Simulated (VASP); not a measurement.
# Al (Pm-3m) in VASP: single point with r2SCAN

Aim: the single point of Al with r2SCAN.

Program: VASP 6.6.1. These are calculated values, not measurements. Logs are shortened: lines on timing, memory, paths and dates and some standing lists are left out, and cuts for length are marked.

**1. The cell of the first run**

The structure is cubic, space group Pm-3m (No. 221). The conventional cell has a = 2.531 Å, b = 2.531 Å, c = 2.531 Å, α = 90.00°, β = 90.00°, γ = 90.00°. Within 3.3 Å of Al (site symmetry m-3m) lie 6 Al at 2.53 Å.

This isn't the form of Al at room conditions, which is fcc.

**2. Single point, r2SCAN**

File POSCAR:

```
Al
1.0
   -0.8436341180      1.6872682361      1.6872682361
    1.6872682361     -0.8436341180      1.6872682361
    1.6872682361      1.6872682361     -0.8436341180
Al
1
Direct
    0.0000000000      0.0000000000      0.0000000000
```

File INCAR.step1:

```
SYSTEM = Al
PREC = Accurate
ENCUT = 520
ISMEAR = 0
SIGMA = 0.15
LREAL = .False.
LASPH = .True.
NELM = 80
NBANDS = 8
GGA = PE
ALGO = Normal
EDIFF = 1E-4
LWAVE = .True.
LCHARG = .False.
```

File INCAR.step2:

```
SYSTEM = Al
PREC = Accurate
ENCUT = 520
EDIFF = 1E-7
ISMEAR = 0
SIGMA = 0.15
LREAL = .False.
LASPH = .True.
NELM = 80
ALGO = Normal
ISIF = 2
LWAVE = .False.
LCHARG = .False.
METAGGA = R2SCAN
LMIXTAU = .True.
NBANDS = 8
ISTART = 1
```

File KPOINTS:

```
regular mesh
0
Gamma
  30 30 30
  0 0 0
```

Potentials or basis: VASP PAW PBE potentials, release 64 (Al).

The run is started by

```sh
> cat potpaw_PBE.64/Al/POTCAR > POTCAR
> cp INCAR.step1 INCAR
> mpirun -np 1 vasp_std > vasp.out
> cp INCAR.step2 INCAR
> mpirun -np 1 vasp_std > vasp.out
```

OUTCAR:

```text
SYSTEM = Al
   PREC = Accurate
   ENCUT = 520
   EDIFF = 1E-7
   ISMEAR = 0
   LREAL = .False.
   LASPH = .True.
   NELM = 80
   ISIF = 2
   METAGGA = R2SCAN
   ISTART = 1

 ion  position               nearest neighbor table
   1  0.000  0.000  0.000-

  LATTYP: Found a simple cubic cell.
 ALAT       =     2.5309023541

  Lattice vectors:

 A1 = (  -0.8436341180,   1.6872682361,   1.6872682361)
 A2 = (   1.6872682361,  -0.8436341180,   1.6872682361)
 A3 = (   1.6872682361,   1.6872682361,  -0.8436341180)

Analysis of symmetry for initial positions (statically):
=====================================================================
 Subroutine PRICEL returns:
 Original cell was already a primitive cell.

 Routine SETGRP: Setting up the symmetry group for a
 simple cubic supercell.

 Subroutine GETGRP returns: Found 48 space group operations
 (whereof 48 operations were pure point group operations)
 out of a pool of 48 trial point group operations.

The static configuration has the point symmetry O_h .

Analysis of symmetry for dynamics (positions and initial velocities):
=====================================================================
 Subroutine PRICEL returns:
 Original cell was already a primitive cell.

 Routine SETGRP: Setting up the symmetry group for a
 simple cubic supercell.

 Subroutine GETGRP returns: Found 48 space group operations
 (whereof 48 operations were pure point group operations)
 out of a pool of 48 trial point group operations.

The dynamic configuration has the point symmetry O_h .

 Subroutine INISYM returns: Found 48 space group operations
 (whereof 48 operations are pure point group operations),
 and found     1 'primitive' translations

----------------------------------------------------------------------------------------

                                     Primitive cell

  volume of cell :      16.2116

  direct lattice vectors                    reciprocal lattice vectors
    -0.843634118  1.687268236  1.687268236    -0.131705331  0.263410663  0.263410663
     1.687268236 -0.843634118  1.687268236     0.263410663 -0.131705331  0.263410663
     1.687268236  1.687268236 -0.843634118     0.263410663  0.263410663 -0.131705331

  length of vectors
     2.530902354  2.530902354  2.530902354     0.395115994  0.395115994  0.395115994

  position of ions in fractional coordinates (direct lattice)
     0.000000000  0.000000000  0.000000000

  ion indices of the primitive-cell ions
   primitive index   ion index
                 1           1

----------------------------------------------------------------------------------------

 KPOINTS: regular mesh

Automatic generation of k-mesh.
 Grid dimensions read from file:
 generate k-points for:   30   30   30

 Generating k-lattice:

  Cartesian coordinates                     Fractional coordinates (reciprocal lattice)
    -0.004390178  0.008780355  0.008780355     0.033333333  0.000000000  0.000000000
     0.008780355 -0.004390178  0.008780355     0.000000000  0.033333333  0.000000000
     0.008780355  0.008780355 -0.004390178     0.000000000  0.000000000  0.033333333

  Length of vectors
     0.013170533  0.013170533  0.013170533

  Shift w.r.t. Gamma in fractional coordinates (k-lattice)
     0.000000000  0.000000000  0.000000000

 Subroutine IBZKPT returns following result:
 ===========================================

 Found    816 irreducible k-points:

 Following reciprocal coordinates:
            Coordinates               Weight
  0.000000  0.000000  0.000000      1.000000
  0.033333  0.000000  0.000000      6.000000
  0.066667  0.000000  0.000000      6.000000
  0.100000  0.000000  0.000000      6.000000
  0.133333  0.000000 -0.000000      6.000000
  0.166667 -0.000000 -0.000000      6.000000
[... 16 lines left out ...]
  0.233333  0.033333  0.000000     24.000000
  0.266667  0.033333 -0.000000     24.000000
 [... further k-points ...]
   k-points           NKPTS =    816   k-points in BZ     NKDIM =    816   number of bands    NBANDS=      8
   number of dos      NEDOS =    301   number of ions     NIONS =      1
   total plane-waves  NPLWV =   8000
   dimension x,y,z NGX =    20 NGY =   20 NGZ =   20
   dimension x,y,z NGXF=    40 NGYF=   40 NGZF=   40
   ions per type =               1
   NGX,Y,Z   is equivalent  to a cutoff of  13.14, 13.14, 13.14 a.u.
   NGXF,Y,Z  is equivalent  to a cutoff of  26.27, 26.27, 26.27 a.u.
 SYSTEM =  Al
   PREC   = accura    normal or accurate (medium, high low for compatibility)
   ISTART =      1    job   : 0-new  1-cont  2-samecut
   ICHARG =      0    charge: 1-file 2-atom 10-const
   ISPIN  =      1    spin polarized calculation?
   LNONCOLLINEAR =      F non collinear calculations
   LSORBIT =      F    spin-orbit coupling
   LASPH  =      T    aspherical Exc in radial PAW
   ENCUT  =  520.0 eV  38.22 Ry    6.18 a.u.   4.71  4.71  4.71*2*pi/ulx,y,z
   NELM   =     80;   NELMIN=  2; NELMDL=  0     # of ELM steps
   EDIFF  = 0.1E-06   stopping-criterion for ELM
   LREAL  =      F    real-space projection
   EDIFFG = 0.1E-05   stopping-criterion for IOM
   NSW    =      0    number of steps for IOM
   IBRION =     -1    ionic relax: 0-MD 1-quasi-New 2-CG
   NFREE  =      0    steps in history (QN), initial steepest desc. (CG)
   ISIF   =      2    stress and relaxation
   ISYM   =      2    0-nonsym 1-usesym 2-fastsym
   POTIM  = 0.5000    time-step for ionic-motion
   TEBEG  =    0.0;   TEEND  =   0.0 temperature during run
   PSTRESS=    0.0 pullay stress
   NELECT =       3.0000    total number of electrons
   NUPDOWN=      -1.0000    fix difference up-down
   EMIN   =  10.00;   EMAX   =-10.00  energy-range for DOS
   EFERMI =   0.00;   METHOD = LEGACY
   ISMEAR =     0;   SIGMA  =   0.15  broadening in eV -4-tet -1-fermi 0-gaus
   EFERMI_NEDOS =   21; number of points for ismear=-14 and -15
   IALGO  =     38    algorithm
   IMIX   =      4    mixing-type and parameters
     AMIX     =   0.40;   BMIX     =  1.00
     AMIX_MAG =   1.60;   BMIX_MAG =  1.00
  volume/ion in A,a.u.               =      16.21       109.40
  Fermi-wavevector in a.u.,A,eV,Ry     =   0.932910  1.762945 11.841443  0.870322
  Thomas-Fermi vector in A             =   2.059557
   LORBIT       =      0    0 simple, 1 ext, 2 COOP (PROOUT), +10 PAW based schemes
   METAGGA = R2SCAN    functional components
   LHFCALC =     F    Hartree Fock is set to
   AEXX    =    0.0000 exact exchange contribution
   IVDW    =     0    specifies the selected vdW correction
   LEPSILON=     F    determine dielectric tensor
   LRPA    =     F    only Hartree local field effects (RPA)
 non-spin polarized calculation
 Gauss-broadening in eV      SIGMA  =   0.15
  energy-cutoff  :      520.00
  volume of cell :       16.21
 maximum number of plane-waves:       461
 NGX is ok and might be reduce to    20
   NGX =  9   NGY =  9   NGZ =  9

 number of electron       3.0000000 magnetization

 Free energy of the ion-electron system (eV)
  ---------------------------------------------------
  ext. energy  EPLUGINS =         0.00000000
  ---------------------------------------------------
  free energy    TOTEN  =        -6.10853867 eV

  energy without entropy =       -6.10388520  energy(sigma->0) =       -6.10621193

 E-fermi :   7.7002     XC(G=0): -10.8650

 val. band max:        7.6966455046   @ k =   0.3333   0.2333   0.0000
 cond. band min:       7.7029787347   @ k =   0.3000   0.0667   0.0333
 fundamental gap:      0.0063332301
 Fermi energy:         7.7001670734

 k-point     1 :       0.0000    0.0000    0.0000
  band No.  band energies     occupation
      1      -3.8382      2.00000
      2      16.6856      0.00000
      3      16.6856      0.00000
      4      19.3229      0.00000
      5      19.3229      0.00000
      6      19.3229      0.00000
      7      27.8236      0.00000
      8      36.5559      0.00000

 k-point     2 :       0.0333    0.0000    0.0000
  band No.  band energies     occupation
      1      -3.8110      2.00000
      2      16.2389      0.00000
      3      16.7088      0.00000
      4      19.3448      0.00000
      5      19.3448      0.00000
      6      19.7259      0.00000
      7      27.9257      0.00000
      8      36.3233      0.00000

 k-point     3 :       0.0667    0.0000    0.0000
  band No.  band energies     occupation
      1      -3.7296      2.00000
      2      15.2995      0.00000
      3      16.7781      0.00000
      4      19.4107      0.00000
      5      19.4107      0.00000
      6      20.5319      0.00000
      7      28.2335      0.00000
      8      35.7100      0.00000

 k-point     4 :       0.1000    0.0000    0.0000
  band No.  band energies     occupation
      1      -3.5940      2.00000
      2      14.2125      0.00000
      3      16.8929      0.00000
      4      19.5205      0.00000
      5      19.5205      0.00000
      6      21.3915      0.00000
      7      28.7477      0.00000
      8      34.8712      0.00000

 k-point     5 :       0.1333    0.0000   -0.0000
  band No.  band energies     occupation
      1      -3.4045      2.00000
      2      13.0816      0.00000
      3      17.0520      0.00000
      4      19.6742      0.00000
      5      19.6742      0.00000
      6      22.2025      0.00000
      7      29.4600      0.00000
      8      33.9225      0.00000
[... 177 lines left out ...]
 k-point    22 :       0.2000    0.0333    0.0000
  band No.  band energies     occupation
      1      -2.8375      2.00000
      2      10.8355      0.00000
      3      17.1530      0.00000
      4      20.1357      0.00000
      5      20.2676      0.00000
      6      23.8383      0.00000
      7      31.2560      0.00000
      8      31.6178      0.00000

 k-point    23 :       0.2333    0.0333    0.0000
  band No.  band energies     occupation
      1      -2.4880      2.00000
      2       9.7316      0.00000
      3      17.4358      0.00000
      4      20.4217      0.00000
      5      20.5502      0.00000
      6      24.4607      0.00000
      7      30.4481      0.00000
      8      30.9560      0.00000

 k-point    24 :       0.2667    0.0333   -0.0000
  band No.  band energies     occupation
      1      -2.0859      2.00000
      2       8.6546      0.00000
      3      17.7528      0.00000
      4      20.7519      0.00000
      5      20.8728      0.00000
      6      25.0475      0.00000
      7      29.4802      0.00000
      8      29.9940      0.00000

 [... further k-points ...]

------------------------ aborting loop because EDIFF is reached ----------------------------------------

  FORCE on cell =-STRESS in cart. coord.  units (eV):
  Direction    XX          YY          ZZ          XY          YZ          ZX
  --------------------------------------------------------------------------------------
  -------------------------------------------------------------------------------------
  Total        1.8684098      1.8684098      1.8684098      0.0000000      0.0000000      0.0000000
  in kB      184.6530766    184.6530766    184.6530766      0.0000000      0.0000000      0.0000000
  external PRESSURE =     184.6530766 kB  Pullay stress =       0.0000000 kB

 VOLUME and BASIS-vectors are now :
 -----------------------------------------------------------------------------
  energy-cutoff  :      520.00
  volume of cell :       16.21
      direct lattice vectors                 reciprocal lattice vectors
    -0.843634118  1.687268236  1.687268236    -0.131705331  0.263410663  0.263410663
     1.687268236 -0.843634118  1.687268236     0.263410663 -0.131705331  0.263410663
     1.687268236  1.687268236 -0.843634118     0.263410663  0.263410663 -0.131705331

 POSITION                                       TOTAL-FORCE (eV/Angst)
 -----------------------------------------------------------------------------------
      0.00000      0.00000      0.00000         0.000000      0.000000      0.000000
 -----------------------------------------------------------------------------------
    total drift:                                0.000000      0.000000     -0.000000

  FREE ENERGIE OF THE ION-ELECTRON SYSTEM (eV)
  ---------------------------------------------------
  free  energy   TOTEN  =        -6.1085386693 eV

  energy  without entropy=       -6.1038851988  energy(sigma->0) =       -6.10621193
```

Run time: 3.6 min. Hardware: 1 thread of Intel Xeon 6975P-C (Granite Rapids), shared host; peak memory 0.19 GiB.

Results:

```yaml
Free_energy: -6.1085 eV
Pressure: 18.5 GPa
Band_gap_on_the_k_mesh: zero (an odd number of electrons rules out a gap without spin polarisation)
```

Levels at points of the mesh, in eV from the Fermi level:
```tsv
k point	band 1	band 2	band 3	band 4	band 5	band 6
(0.00, 0.00, 0.00)	-11.54	8.99	8.99	11.62	11.62	11.62
(0.50, 0.00, 0.00)	-5.78	-5.35	12.24	16.55	16.55	16.62
(0.50, 0.50, 0.00)	-0.71	-0.71	0.88	1.78	19.91	19.91
(0.50, 0.50, 0.50)	3.95	3.95	3.95	5.85	5.85	5.85
```

Caveat: the cell stands under pressure; the PAW data sets were made with another functional, which shifts forces and pressure a little.
